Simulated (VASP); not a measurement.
# NbTe3 (P6_3/mmc) in VASP: notebook, part 2 of 2

VASP 6.6.1.

### 3 Single point, PBE

This run uses another cell than the first one, of 35.67 Å³/atom.

INCAR reads:

```
PREC = Accurate
ENCUT = 520
EDIFF = 1E-7
ISMEAR = 0
SIGMA = 0.1
LREAL = False
LASPH = True
NELM = 60
ALGO = Normal
ISIF = 2
LWAVE = False
LCHARG = False
GGA = PE
NBANDS = 41
```

KPOINTS reads:

```
regular mesh
0
Gamma
  3 3 6
```

POSCAR reads:

```
NbTe3
1.0
    9.7935827650      0.0000000000      0.0000000000
   -4.8967913825      8.4814914686      0.0000000000
    0.0000000000      0.0000000000      3.4352780838
Nb Te
2 6
Direct
    0.3333333333      0.6666666667      0.2500000000
    0.6666666667      0.3333333333      0.7500000000
    0.7949836912      0.5899673823      0.2500000000
    0.2050163088      0.7949836912      0.7500000000
    0.4100326177      0.2050163088      0.2500000000
    0.2050163088      0.4100326177      0.7500000000
    0.7949836912      0.2050163088      0.2500000000
    0.5899673823      0.7949836912      0.7500000000
```

Potentials or basis: VASP PAW PBE potentials, release 64 (Nb_sv, Te).

Command:

```bash
$ cat potpaw_PBE.64/Nb_sv/POTCAR potpaw_PBE.64/Te/POTCAR > POTCAR
$ mpirun -np 1 vasp_std > vasp.out
```

OUTCAR:

```text
PREC = Accurate
   ENCUT = 520
   EDIFF = 1E-7
   ISMEAR = 0
   LREAL = False
   LASPH = True
   NELM = 60
   ISIF = 2
   GGA = PE

 ion  position               nearest neighbor table
   1  0.333  0.667  0.250-   4 2.77   4 2.77   8 2.77   8 2.77   6 2.77   6 2.77
   2  0.667  0.333  0.750-   7 2.77   7 2.77   5 2.77   5 2.77   3 2.77   3 2.77
   3  0.795  0.590  0.250-   2 2.77   2 2.77
   4  0.205  0.795  0.750-   1 2.77   1 2.77
   5  0.410  0.205  0.250-   2 2.77   2 2.77
   6  0.205  0.410  0.750-   1 2.77   1 2.77
   7  0.795  0.205  0.250-   2 2.77   2 2.77
   8  0.590  0.795  0.750-   1 2.77   1 2.77

  LATTYP: Found a hexagonal cell.
 ALAT       =     9.7935827650
 C/A-ratio  =     0.3507682700

  Lattice vectors:

 A1 = (   9.7935827650,   0.0000000000,   0.0000000000)
 A2 = (  -4.8967913825,   8.4814914686,   0.0000000000)
 A3 = (   0.0000000000,   0.0000000000,   3.4352780838)

Analysis of symmetry for initial positions (statically):
[... 177 lines left out ...]
 val. band max:        4.4049098576   @ k =   0.0000   0.0000   0.5000
 cond. band min:       4.5064649025   @ k =   0.0000   0.0000   0.0000
 fundamental gap:      0.1015550448
 Fermi energy:         4.4316633221

 k-point     1 :       0.0000    0.0000    0.0000
  band No.  band energies     occupation
      1     -50.4902      2.00000
      2     -50.4902      2.00000
      3     -26.6261      2.00000
      4     -26.6261      2.00000
      5     -26.6260      2.00000
      6     -26.6260      2.00000
[... 517 lines left out ...]
     40       8.1210      0.00000
     41       8.5162      0.00000

------------------------ aborting loop because EDIFF is reached ----------------------------------------

  FORCE on cell =-STRESS in cart. coord.  units (eV):
  Direction    XX          YY          ZZ          XY          YZ          ZX
  --------------------------------------------------------------------------------------
  -------------------------------------------------------------------------------------
  Total        0.2449004      0.2449004     -0.1025288      0.0000000      0.0000000      0.0000000
  in kB        1.3750687      1.3750687     -0.5756794      0.0000000      0.0000000      0.0000000
  external PRESSURE =       0.7248194 kB  Pullay stress =       0.0000000 kB

 VOLUME and BASIS-vectors are now :
 -----------------------------------------------------------------------------
  energy-cutoff  :      520.00
  volume of cell :      285.35
      direct lattice vectors                 reciprocal lattice vectors
     9.793582765  0.000000000  0.000000000     0.102107678  0.058951896  0.000000000
    -4.896791383  8.481491469  0.000000000     0.000000000  0.117903791  0.000000000
     0.000000000  0.000000000  3.435278084     0.000000000  0.000000000  0.291097249

 POSITION                                       TOTAL-FORCE (eV/Angst)
 -----------------------------------------------------------------------------------
     -0.00000      5.65433      0.85882         0.000000     -0.000000      0.000000
      4.89679      2.82716      2.57646        -0.000000     -0.000000      0.000000
      4.89679      5.00380      0.85882        -0.000000     -0.015695      0.000000
     -1.88503      6.74265      2.57646         0.013593     -0.007848     -0.000000
      3.01177      1.73884      0.85882         0.013593      0.007848      0.000000
     -0.00000      3.47769      2.57646         0.000000      0.015695      0.000000
      6.78182      1.73884      0.85882        -0.013593      0.007848     -0.000000
      1.88503      6.74265      2.57646        -0.013593     -0.007848     -0.000000
 -----------------------------------------------------------------------------------
    total drift:                               -0.000000      0.000000      0.000000

  FREE ENERGIE OF THE ION-ELECTRON SYSTEM (eV)
  ---------------------------------------------------
  free  energy   TOTEN  =       -40.9936337624 eV

  energy  without entropy=      -40.9789536566  energy(sigma->0) =      -40.98629371
```

OSZICAR:

```text
N       E                     dE             d eps       ncg     rms          rms(c)
DAV:   1     0.460401121254E+03    0.46040E+03   -0.27386E+04  1088   0.130E+03
DAV:   2     0.489038926152E+01   -0.45551E+03   -0.43696E+03  1358   0.352E+02
DAV:   3    -0.381865655174E+02   -0.43077E+02   -0.42014E+02  1432   0.961E+01
DAV:   4    -0.423384931332E+02   -0.41519E+01   -0.41223E+01  1696   0.298E+01
[... 10 lines left out ...]
DAV:  15    -0.409936329062E+02   -0.10895E-05   -0.39100E-06  1205   0.119E-02    0.594E-03
DAV:  16    -0.409936333957E+02   -0.48951E-06   -0.73643E-07  1304   0.502E-03    0.239E-03
DAV:  17    -0.409936336673E+02   -0.27157E-06   -0.18403E-07   902   0.247E-03    0.591E-04
DAV:  18    -0.409936337939E+02   -0.12658E-06   -0.70082E-08   813   0.176E-03    0.883E-04
DAV:  19    -0.409936337624E+02    0.31418E-07   -0.35804E-08   789   0.163E-03
   1 F= -.40993634E+02 E0= -.40986294E+02  d E =-.146801E-01
```

stdout:

```text
POSCAR found type information on POSCAR NbTe
 POSCAR found :  2 types and       8 ions
 scaLAPACK will be used
 LDA part: xc-table for (Slater+PW92), standard interpolation
 POSCAR, INCAR and KPOINTS ok, starting setup
 FFT: planning ... GRIDC
 FFT: planning ... GRID_SOFT
 FFT: planning ... GRID
 WAVECAR not read
 entering main loop
```

It took 8.5 min on 1 thread of Intel Xeon 8259CL, shared host; peak memory 0.48 GiB.

Results:

- Free energy: -40.9936 eV
- Pressure: 0.1 GPa
- Largest force: 0.016 eV/Å
- Band gap on the k mesh: zero (bands 31 and 32 overlap by 0.51 eV)

Forces in eV/Å, atoms in the order of the input:
```
Nb   0.000  0.000  0.000
Nb   0.000  0.000  0.000
Te   0.000 -0.016  0.000
Te   0.014 -0.008  0.000
Te   0.014  0.008  0.000
Te   0.000  0.016  0.000
Te  -0.014  0.008  0.000
Te  -0.014 -0.008  0.000
```

Levels at points of the mesh, in eV from the Fermi level:
| k point | band 28 | band 29 | band 30 | band 31 | band 32 | band 33 | band 34 | band 35 |
| --- | --- | --- | --- | --- | --- | --- | --- | --- |
| (0.00, 0.00, 0.00) | -0.60 | -0.58 | -0.58 | 0.07 | 1.03 | 1.12 | 1.73 | 1.73 |
| (0.00, 0.00, 0.50) | -0.64 | -0.64 | -0.64 | -0.03 | -0.03 | 1.15 | 1.15 | 1.15 |

Caveat: spin-orbit coupling is left out, which moves the levels of the heavy elements; this functional lacks dispersion, which binds layers or chains, so the pressure and a relaxed spacing across them are unreliable.

### 4 Single point, PBE

This run uses another cell than the first one, of 34.89 Å³/atom.

INCAR reads:

```
ALGO     = Normal         # electronic algorithm
EDIFF    = 1E-6           # SCF threshold, eV
ENCUT    = 520            # plane-wave cutoff, eV
GGA      = PE             # functional
ISIF     = 2              # what is computed and relaxed
ISMEAR   = 0              # smearing method
LASPH    = True           # aspherical terms in the spheres
LCHARG   = False          # write CHGCAR
LREAL    = False          # projectors in reciprocal space
LWAVE    = False          # write WAVECAR
NBANDS   = 41             # bands
NELM     = 100            # most SCF steps
PREC     = Accurate       # precision mode
SIGMA    = 0.1            # smearing width, eV
```

KPOINTS reads:

```
k-points
0
Gamma
  3 3 4
```

POSCAR reads:

```
NbTe3
1.0
    9.7064106551      0.0000000000      0.0000000000
   -4.8532053275      8.4059982069      0.0000000000
    0.0000000000      0.0000000000      3.4208651556
Nb Te
2 6
Direct
    0.3333333333      0.6666666667      0.2500000000
    0.6666666667      0.3333333333      0.7500000000
    0.7965416082      0.5930832163      0.2500000000
    0.2034583918      0.7965416082      0.7500000000
    0.4069167837      0.2034583918      0.2500000000
    0.2034583918      0.4069167837      0.7500000000
    0.7965416082      0.2034583918      0.2500000000
    0.5930832163      0.7965416082      0.7500000000
```

Command:

```bash
$ cat potpaw_PBE.64/Nb_sv/POTCAR potpaw_PBE.64/Te/POTCAR > POTCAR
$ mpirun -np 1 vasp_std > vasp.out
```

Run time: 4.6 min. Hardware: 1 thread of Intel Xeon 8259CL, shared host; peak memory 0.41 GiB.

The run converged. Its results:

```yaml
Free_energy: -41.1196 eV
Pressure: 0.0 GPa
Largest_force: 0.010 eV/Å
Band_gap_on_the_k_mesh: zero (bands 31 and 32 overlap by 0.48 eV)
```

Forces in eV/Å, atoms in the order of the input:
```
Nb   0.000  0.000  0.000
Nb   0.000  0.000  0.000
Te   0.000 -0.010  0.000
Te   0.009 -0.005  0.000
Te   0.009  0.005  0.000
Te   0.000  0.010  0.000
Te  -0.009  0.005  0.000
Te  -0.009 -0.005  0.000
```

Stress tensor (GPa, compression positive):
```
 0.12  0.00  0.00
 0.00  0.12  0.00
 0.00  0.00 -0.13
```

Levels at points of the mesh, in eV from the Fermi level:
```tsv
k point	band 28	band 29	band 30	band 31	band 32	band 33	band 34	band 35
(0.00, 0.00, 0.00)	-0.61	-0.56	-0.56	0.05	1.09	1.09	1.69	1.69
(0.00, 0.00, 0.50)	-0.70	-0.70	-0.70	-0.11	-0.11	1.15	1.15	1.15
```

Caveat: the k points lie up to 0.46 Å⁻¹ apart; spin-orbit coupling is left out, which moves the levels of the heavy elements; this functional lacks dispersion, which binds layers or chains, so the pressure and a relaxed spacing across them are unreliable.

### 5 Relaxation of cell and atoms, PBE

This run uses another cell than the first one, of 34.89 Å³/atom.

INCAR reads:

```
SYSTEM = NbTe3
PREC = Accurate
ENCUT = 600
EDIFF = 1E-7
ISMEAR = 0
SIGMA = 0.1
LREAL = .FALSE.
LASPH = .TRUE.
NELM = 80
ALGO = Normal
ISIF = 3
LWAVE = .FALSE.
LCHARG = .FALSE.
GGA = PE
IBRION = 2
NSW = 90
EDIFFG = -0.04
```

KPOINTS reads:

```
regular mesh
0
G
  3 3 6
  0 0 0
```

POSCAR is that of step 4.

Command:

```bash
$ cat potpaw_PBE.64/Nb_sv/POTCAR potpaw_PBE.64/Te/POTCAR > POTCAR
$ mpirun -np 1 vasp_std > vasp.out
```

Run time: 35 min. Hardware: 1 thread of Intel Xeon 8259CL, shared host; peak memory 0.53 GiB.

It converged, with:

```yaml
Free_energy: -40.9949 eV
Relaxed_volume: 35.90 Å³/atom
Relaxed_cell: a = 9.832 Å, b = 9.832 Å, c = 3.430 Å, α = 90.00°, β = 90.00°, γ = 120.00°
Space_group_after_relaxing_to_0.1_Å: P6_3/mmc (No. 194)
Energy_gained_by_relaxing: 2.0 meV/atom
Ionic_steps: 7
Pressure_after_relaxing: 0.1 GPa
Largest_force_after_relaxing: 0.010 eV/Å
Band_gap_on_the_k_mesh: zero (bands 31 and 32 overlap by 0.52 eV)
```

Forces on the atoms (eV/Å):
```
Nb   0.000  0.000  0.000
Nb   0.000  0.000  0.000
Te   0.000 -0.010  0.000
Te   0.009 -0.005  0.000
Te   0.009  0.005  0.000
Te   0.000  0.010  0.000
Te  -0.009  0.005  0.000
Te  -0.009 -0.005  0.000
```

Step by step:
```tsv
step	energy change (eV)	largest force (eV/Å)	pressure (GPa)	volume (Å³)
1	0.0000	0.0707	0.27	279.12
2	-0.0031	0.1136	-0.11	281.48
3	-0.0031	0.1149	-0.12	281.56
4	-0.0060	0.0779	-0.04	282.17
5	-0.0089	0.0018	0.11	283.43
6	-0.0123	0.0031	0.10	284.83
7	-0.0156	0.0102	0.08	287.19
```

Final structure:
```xyz
8
Lattice="9.8323 0.0000 0.0000 -4.9162 8.5150 0.0000 0.0000 0.0000 3.4303" Properties=species:S:1:pos:R:3 pbc="T T T"
Nb    0.0000    5.6767    0.8576
Nb    4.9162    2.8383    2.5727
Te    4.9162    5.0161    0.8576
Te   -1.8860    6.7656    2.5727
Te    3.0302    1.7495    0.8576
Te    0.0000    3.4989    2.5727
Te    6.8022    1.7495    0.8576
Te    1.8860    6.7656    2.5727
```

Levels at points of the mesh, in eV from the Fermi level:
| k point | band 29 | band 30 | band 31 | band 32 | band 33 | band 34 |
| --- | --- | --- | --- | --- | --- | --- |
| (0.00, 0.00, 0.00) | -0.56 | -0.56 | 0.07 | 0.98 | 1.16 | 1.73 |
| (0.00, 0.00, 0.50) | -0.62 | -0.62 | -0.01 | -0.01 | 1.15 | 1.15 |

Caveat: spin-orbit coupling is left out, which moves the levels of the heavy elements; this functional lacks dispersion, which binds layers or chains, so the pressure and a relaxed spacing across them are unreliable.

### 6 The runs side by side

| task | cell | k mesh | cutoff (eV) | gap on the mesh (eV) | pressure (GPa) | largest force (eV/Å) |
| --- | --- | --- | --- | --- | --- | --- |
| single point | a = 6.940, b = 6.940, c = 5.571 Å, angles 90.0, 90.0, 120.0°, 8 atoms, atomic positions A | 3 × 3 × 4 | 520 | none | -8.6 | 1.49 |
| single point | a = 9.794, b = 9.794, c = 3.435 Å, angles 90.0, 90.0, 120.0°, 8 atoms, atomic positions B | 3 × 3 × 6 | 520 | none | 0.1 | 0.02 |
| single point | a = 9.706, b = 9.706, c = 3.421 Å, angles 90.0, 90.0, 120.0°, 8 atoms, atomic positions C | 3 × 3 × 4 | 520 | none | 0.0 | 0.01 |
| relaxation of cell and atoms | relaxed from a = 9.706, b = 9.706, c = 3.421 Å, angles 90.0, 90.0, 120.0°, 8 atoms, atomic positions C | 3 × 3 × 6 | 600 | none | 0.1 | 0.01 |

Alike in all rows: level PBE; potentials or basis VASP PAW PBE potentials, release 64 (Nb_sv, Te); no spin polarisation; smearing gaussian 0.1 eV.

Caveats: some runs use coarse meshes; spin-orbit coupling is left out, which moves the levels of the heavy elements; this functional lacks dispersion, which binds layers or chains, so the pressure and a relaxed spacing across them are unreliable (at least some runs); the cell stands under tension (at least some runs); forces of over 1 eV/Å act on the atoms, so gaps and moduli don't describe the material at rest (at least some runs).

Total energies depend on the potentials used, so only differences within one code and one set of settings carry meaning.

The gap in the log of VASP goes by the Fermi energy; the results here count the filled bands.